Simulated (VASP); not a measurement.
# C (C2/m) in VASP: notebook

Runs on C. Level: LDA. Tasks: single point.

Everything below comes from runs of VASP 6.6.1. Logs are shortened: lines on timing, memory, paths and dates and some standing lists are left out, and cuts for length are marked.

## Step 1: The cell of the first run

It takes space group C2/m (No. 12, monoclinic). The conventional cell has a = 2.446 Å, b = 4.233 Å, c = 3.516 Å, α = 90.00°, β = 107.32°, γ = 90.00°. Within 1.9 Å of C (site symmetry 2) lie 3 C at 1.41 Å.

## Step 2: Single point, LDA (strain +0.0525 x Voigt [0, 0, 0, 0, 1, 0])

INCAR

```
PREC = Accurate
ENCUT = 520
EDIFF = 1E-6
ISMEAR = 0
SIGMA = 0.03
LREAL = False
LASPH = True
NELM = 100
ALGO = Normal
ISIF = 2
LWAVE = False
LCHARG = True
GGA = CA
LELF = True
LVHAR = True
NBANDS = 11
```

KPOINTS

```
regular mesh
0
Gamma
  16 16 16
```

POSCAR

```
C
1.0
    0.0881934176      2.1166507492      3.3597492418
    1.3109780853      0.0000000000      3.3918473393
    1.2227846677      2.1166507492      0.0320980975
C
2
Direct
    0.1667065656      0.8332934344      0.1667065656
    0.8332934344      0.1667065656      0.8332934344
```

Potentials or basis: VASP PAW LDA potentials, release 64 (C).

Run with:

```
cat potpaw_LDA.64/C/POTCAR > POTCAR
mpirun -np 1 vasp_std > vasp.out
```

OUTCAR:

```text
PREC = Accurate
   ENCUT = 520
   EDIFF = 1E-6
   ISMEAR = 0
   LREAL = False
   LASPH = True
   NELM = 100
   ISIF = 2
   GGA = CA

 ion  position               nearest neighbor table
   1  0.167  0.833  0.167-   2 1.41   2 1.41   2 1.41
   2  0.833  0.167  0.833-   1 1.41   1 1.41   1 1.41

  LATTYP: Found a base centered monoclinic cell.
 ALAT       =     2.4464117654
 B/A-ratio  =     1.7304124998
 C/A-ratio  =     1.4371083311
 COS(beta)  =    -0.2977678127

  Lattice vectors:

 A1 = (  -1.2227846677,  -2.1166507492,  -0.0320980975)
 A2 = (  -1.2227846677,   2.1166507492,  -0.0320980975)
 A3 = (   1.1345912501,   0.0000000000,  -3.3276511443)

Analysis of symmetry for initial positions (statically):
=====================================================================
 Subroutine PRICEL returns:
 Original cell was already a primitive cell.

 Routine SETGRP: Setting up the symmetry group for a
 base centered monoclinic supercell.

 Subroutine GETGRP returns: Found  4 space group operations
 (whereof  4 operations were pure point group operations)
 out of a pool of  4 trial point group operations.

The static configuration has the point symmetry C_2h.

Analysis of symmetry for dynamics (positions and initial velocities):
=====================================================================
 Subroutine PRICEL returns:
 Original cell was already a primitive cell.

 Routine SETGRP: Setting up the symmetry group for a
 base centered monoclinic supercell.

 Subroutine GETGRP returns: Found  4 space group operations
 (whereof  4 operations were pure point group operations)
 out of a pool of  4 trial point group operations.

The dynamic configuration has the point symmetry C_2h.

 Subroutine INISYM returns: Found  4 space group operations
 (whereof  4 operations are pure point group operations),
 and found     1 'primitive' translations

----------------------------------------------------------------------------------------

                                     Primitive cell

  volume of cell :      17.3795

  direct lattice vectors                    reciprocal lattice vectors
     0.088193418  2.116650749  3.359749242    -0.413093928  0.236222249  0.159664346
     1.310978085  0.000000000  3.391847339     0.405275458 -0.236222249  0.138182150
     1.222784668  2.116650749  0.032098097     0.413093928  0.236222249 -0.159664346

  length of vectors
     3.971889153  3.636384456  2.444676466     0.501936498  0.489022959  0.501936498

  position of ions in fractional coordinates (direct lattice)
     0.166706566  0.833293434  0.166706566
     0.833293434  0.166706566  0.833293434

  ion indices of the primitive-cell ions
   primitive index   ion index
                 1           1
                 2           2

----------------------------------------------------------------------------------------

 KPOINTS: regular mesh

Automatic generation of k-mesh.
 Grid dimensions read from file:
 generate k-points for:   16   16   16

 Generating k-lattice:

  Cartesian coordinates                     Fractional coordinates (reciprocal lattice)
    -0.025818371  0.014763891  0.009979022     0.062500000  0.000000000 -0.000000000
     0.025329716 -0.014763891  0.008636384    -0.000000000  0.062500000 -0.000000000
     0.025818371  0.014763891 -0.009979022     0.000000000  0.000000000  0.062500000

  Length of vectors
     0.031371031  0.030563935  0.031371031

  Shift w.r.t. Gamma in fractional coordinates (k-lattice)
     0.000000000  0.000000000  0.000000000

 Subroutine IBZKPT returns following result:
 ===========================================

 Found   1098 irreducible k-points:

 Following reciprocal coordinates:
            Coordinates               Weight
  0.000000  0.000000  0.000000      1.000000
  0.062500 -0.000000  0.000000      4.000000
  0.125000 -0.000000  0.000000      4.000000
  0.187500  0.000000  0.000000      4.000000
  0.250000 -0.000000  0.000000      4.000000
  0.312500 -0.000000 -0.000000      4.000000
[... 16 lines left out ...]
 -0.187500  0.062500 -0.000000      4.000000
 -0.125000  0.062500  0.000000      4.000000
 [... further k-points ...]
   k-points           NKPTS =   1098   k-points in BZ     NKDIM =   1098   number of bands    NBANDS=     11
   number of dos      NEDOS =    301   number of ions     NIONS =      2
   total plane-waves  NPLWV =  15120
   dimension x,y,z NGX =    30 NGY =   28 NGZ =   18
   dimension x,y,z NGXF=    60 NGYF=   56 NGZF=   36
   ions per type =               2
   NGX,Y,Z   is equivalent  to a cutoff of  12.56, 12.80, 12.24 a.u.
   NGXF,Y,Z  is equivalent  to a cutoff of  25.11, 25.60, 24.48 a.u.
 SYSTEM =  unknown system
   PREC   = accura    normal or accurate (medium, high low for compatibility)
   ISTART =      0    job   : 0-new  1-cont  2-samecut
   ICHARG =      2    charge: 1-file 2-atom 10-const
   ISPIN  =      1    spin polarized calculation?
   LNONCOLLINEAR =      F non collinear calculations
   LSORBIT =      F    spin-orbit coupling
   LASPH  =      T    aspherical Exc in radial PAW
   ENCUT  =  520.0 eV  38.22 Ry    6.18 a.u.   7.39  6.76  4.55*2*pi/ulx,y,z
   NELM   =    100;   NELMIN=  2; NELMDL= -5     # of ELM steps
   EDIFF  = 0.1E-05   stopping-criterion for ELM
   LREAL  =      F    real-space projection
   EDIFFG = 0.1E-04   stopping-criterion for IOM
   NSW    =      0    number of steps for IOM
   IBRION =     -1    ionic relax: 0-MD 1-quasi-New 2-CG
   NFREE  =      0    steps in history (QN), initial steepest desc. (CG)
   ISIF   =      2    stress and relaxation
   ISYM   =      2    0-nonsym 1-usesym 2-fastsym
   POTIM  = 0.5000    time-step for ionic-motion
   TEBEG  =    0.0;   TEEND  =   0.0 temperature during run
   PSTRESS=    0.0 pullay stress
   NELECT =       8.0000    total number of electrons
   NUPDOWN=      -1.0000    fix difference up-down
   EMIN   =  10.00;   EMAX   =-10.00  energy-range for DOS
   EFERMI =   0.00;   METHOD = LEGACY
   ISMEAR =     0;   SIGMA  =   0.03  broadening in eV -4-tet -1-fermi 0-gaus
   EFERMI_NEDOS =   21; number of points for ismear=-14 and -15
   IALGO  =     38    algorithm
   IMIX   =      4    mixing-type and parameters
     AMIX     =   0.40;   BMIX     =  1.00
     AMIX_MAG =   1.60;   BMIX_MAG =  1.00
  volume/ion in A,a.u.               =       8.69        58.64
  Fermi-wavevector in a.u.,A,eV,Ry     =   1.264035  2.388681 21.739194  1.597786
  Thomas-Fermi vector in A             =   2.397362
   LORBIT       =      0    0 simple, 1 ext, 2 COOP (PROOUT), +10 PAW based schemes
   GGA     = CA    functional components
   LHFCALC =     F    Hartree Fock is set to
   AEXX    =    0.0000 exact exchange contribution
   IVDW    =     0    specifies the selected vdW correction
   LEPSILON=     F    determine dielectric tensor
   LRPA    =     F    only Hartree local field effects (RPA)
 non-spin polarized calculation
 Gauss-broadening in eV      SIGMA  =   0.03
  energy-cutoff  :      520.00
  volume of cell :       17.38
 maximum number of plane-waves:       484
 NGX is ok and might be reduce to    30
   NGX = 15   NGY = 13   NGZ =  9

 number of electron       8.0000000 magnetization

 Free energy of the ion-electron system (eV)
  ---------------------------------------------------
  ext. energy  EPLUGINS =         0.00000000
  ---------------------------------------------------
  free energy    TOTEN  =       -20.21937211 eV

  energy without entropy =      -20.21937210  energy(sigma->0) =      -20.21937210

 E-fermi :   4.6151     XC(G=0): -10.7982

 val. band max:        4.5242573784   @ k =   0.3750  -0.2500   0.3125
 cond. band min:       4.7023891046   @ k =   0.0000   0.3125   0.3125
 fundamental gap:      0.1781317262
 Fermi energy:         4.6151137955

 k-point     1 :       0.0000    0.0000    0.0000
  band No.  band energies     occupation
      1     -14.9254      2.00000
      2      -2.0054      2.00000
      3       1.7121      2.00000
      4       1.7203      2.00000
      5       8.4833      0.00000
      6      13.1468      0.00000
      7      13.2049      0.00000
      8      16.3032      0.00000
      9      18.1558      0.00000
     10      27.2886      0.00000
     11      30.0003      0.00000

 k-point     2 :       0.0625   -0.0000    0.0000
  band No.  band energies     occupation
      1     -14.8277      2.00000
      2      -1.9294      2.00000
      3       1.3540      2.00000
      4       1.5137      2.00000
      5       8.6617      0.00000
      6      13.2420      0.00000
      7      13.5686      0.00000
      8      15.9477      0.00000
      9      18.3134      0.00000
     10      27.6066      0.00000
     11      29.1141      0.00000

 k-point     3 :       0.1250   -0.0000    0.0000
  band No.  band energies     occupation
      1     -14.5354      2.00000
      2      -1.6988      2.00000
      3       0.3689      2.00000
      4       0.9967      2.00000
      5       9.1913      0.00000
      6      13.3072      0.00000
      7      14.6882      0.00000
      8      14.9551      0.00000
      9      18.8223      0.00000
     10      27.0621      0.00000
     11      28.4597      0.00000
[... 267 lines left out ...]
 k-point    23 :      -0.1875    0.0625   -0.0000
  band No.  band energies     occupation
      1     -13.4155      2.00000
      2      -2.5982      2.00000
      3      -0.4683      2.00000
      4      -0.3367      2.00000
      5      10.5942      0.00000
      6      11.7423      0.00000
      7      13.0837      0.00000
      8      18.3317      0.00000
      9      20.8246      0.00000
     10      23.3150      0.00000
     11      28.3985      0.00000

 k-point    24 :      -0.1250    0.0625    0.0000
  band No.  band energies     occupation
      1     -14.0770      2.00000
      2      -1.0932      2.00000
      3      -1.0157      2.00000
      4       0.3310      2.00000
      5       9.6094      0.00000
      6      13.2459      0.00000
      7      13.4940      0.00000
      8      16.3408      0.00000
      9      19.6909      0.00000
     10      25.0687      0.00000
     11      29.4847      0.00000

 [... further k-points ...]

------------------------ aborting loop because EDIFF is reached ----------------------------------------

  FORCE on cell =-STRESS in cart. coord.  units (eV):
  Direction    XX          YY          ZZ          XY          YZ          ZX
  --------------------------------------------------------------------------------------
  -------------------------------------------------------------------------------------
  Total        0.1071827      0.1093273      0.0179782      0.0000000      0.0000000     -0.0453545
  in kB        9.8809439     10.0786531      1.6573716      0.0000000      0.0000000     -4.1811313
  external PRESSURE =       7.2056562 kB  Pullay stress =       0.0000000 kB

 VOLUME and BASIS-vectors are now :
 -----------------------------------------------------------------------------
  energy-cutoff  :      520.00
  volume of cell :       17.38
      direct lattice vectors                 reciprocal lattice vectors
     0.088193418  2.116650749  3.359749242    -0.413093928  0.236222249  0.159664346
     1.310978085  0.000000000  3.391847339     0.405275458 -0.236222249  0.138182150
     1.222784668  2.116650749  0.032098097     0.413093928  0.236222249 -0.159664346

 POSITION                                       TOTAL-FORCE (eV/Angst)
 -----------------------------------------------------------------------------------
      1.31098      0.70572      3.39185        -0.000000     -0.019291      0.000000
      1.31098      3.52758      3.39185         0.000000      0.019291     -0.000000
 -----------------------------------------------------------------------------------
    total drift:                                0.000000      0.000000     -0.000000

  FREE ENERGIE OF THE ION-ELECTRON SYSTEM (eV)
  ---------------------------------------------------
  free  energy   TOTEN  =       -20.2193721053 eV

  energy  without entropy=      -20.2193721006  energy(sigma->0) =      -20.21937210
```

Run time: 3.1 min. Hardware: 1 thread of Intel Xeon Platinum 8375C at 2.90GHz (Ice Lake), shared host; peak memory 0.26 GiB.

Results:

- Free energy: -20.2194 eV
- Pressure: 0.7 GPa
- Largest force: 0.019 eV/Å

Forces in eV/Å, atoms in the order of the input:
```
C    0.000 -0.019  0.000
C    0.000  0.019  0.000
```

Caveat: the cell differs from its parent crystal (strain +0.0525 x Voigt [0, 0, 0, 0, 1, 0]).

## Step 3: Single point, LDA (strain +0.0375 x Voigt [0, 0, 0, 0, 1, 0])

INCAR

```
PREC     = Accurate       # precision mode
ENCUT    = 520            # plane-wave cutoff, eV
EDIFF    = 1E-6           # SCF threshold, eV
ISMEAR   = 0              # smearing method
SIGMA    = 0.03           # smearing width, eV
LREAL    = F              # projectors in reciprocal space
LASPH    = T              # aspherical terms in the spheres
NELM     = 60             # most SCF steps
ALGO     = Normal         # electronic algorithm
ISIF     = 2              # what is computed and relaxed
LWAVE    = F              # write WAVECAR
LCHARG   = F              # write CHGCAR
NBANDS   = 11             # bands
```

KPOINTS is that of step 2.

POSCAR

```
C
1.0
    0.0629952983      2.1166507492      3.3597492418
    1.2857799660      0.0000000000      3.3826764543
    1.2227846677      2.1166507492      0.0229272125
C
2
Direct
    0.1667065656      0.8332934344      0.1667065656
    0.8332934344      0.1667065656      0.8332934344
```

Potentials or basis: VASP PAW LDA potentials, release 64 (C).

Run with:

```
cat potpaw_LDA.64/C/POTCAR > POTCAR
mpirun -np 1 vasp_std > vasp.out
```

OUTCAR:

```text
PREC = Accurate
   ENCUT = 520
   EDIFF = 1E-6
   ISMEAR = 0
   LREAL = F
   LASPH = T
   NELM = 60
   ISIF = 2

 ion  position               nearest neighbor table
   1  0.167  0.833  0.167-   2 1.41   2 1.41   2 1.41
   2  0.833  0.167  0.833-   1 1.41   1 1.41   1 1.41

  LATTYP: Found a base centered monoclinic cell.
 ALAT       =     2.4459991829
 B/A-ratio  =     1.7307043797
 C/A-ratio  =     1.4442492708
 COS(beta)  =    -0.3105421027

  Lattice vectors:

[... 521 lines left out ...]

 [... further k-points ...]

------------------------ aborting loop because EDIFF is reached ----------------------------------------

  FORCE on cell =-STRESS in cart. coord.  units (eV):
  Direction    XX          YY          ZZ          XY          YZ          ZX
  --------------------------------------------------------------------------------------
  -------------------------------------------------------------------------------------
  Total        0.1287056      0.1133568      0.0104399      0.0000000      0.0000000     -0.0322083
  in kB       11.8610908     10.4465982      0.9621032      0.0000000      0.0000000     -2.9682132
  external PRESSURE =       7.7565974 kB  Pullay stress =       0.0000000 kB

 VOLUME and BASIS-vectors are now :
 -----------------------------------------------------------------------------
  energy-cutoff  :      520.00
  volume of cell :       17.39
      direct lattice vectors                 reciprocal lattice vectors
     0.062995298  2.116650749  3.359749242    -0.411837913  0.236222249  0.156542591
     1.285779966  0.000000000  3.382676454     0.406255176 -0.236222249  0.141203346
     1.222784668  2.116650749  0.022927212     0.411837913  0.236222249 -0.156542591

 POSITION                                       TOTAL-FORCE (eV/Angst)
 -----------------------------------------------------------------------------------
      1.28578      0.70572      3.38268        -0.000000     -0.021753      0.000000
      1.28578      3.52758      3.38268         0.000000      0.021753     -0.000000
 -----------------------------------------------------------------------------------
    total drift:                                0.000000      0.000000     -0.000000

  FREE ENERGIE OF THE ION-ELECTRON SYSTEM (eV)
  ---------------------------------------------------
  free  energy   TOTEN  =       -20.2199814319 eV

  energy  without entropy=      -20.2199814309  energy(sigma->0) =      -20.21998143
```

Run time: 3.4 min. Hardware: 1 thread of Intel Xeon Platinum 8375C at 2.90GHz (Ice Lake), shared host; peak memory 0.26 GiB.

Results:

```
Free energy   : -20.2200 eV
Pressure      : 0.8 GPa
Largest force : 0.022 eV/Å
```

Forces on the atoms (eV/Å):
```
C    0.000 -0.022  0.000
C    0.000  0.022  0.000
```

Caveat: the cell differs from its parent crystal (strain +0.0375 x Voigt [0, 0, 0, 0, 1, 0]).
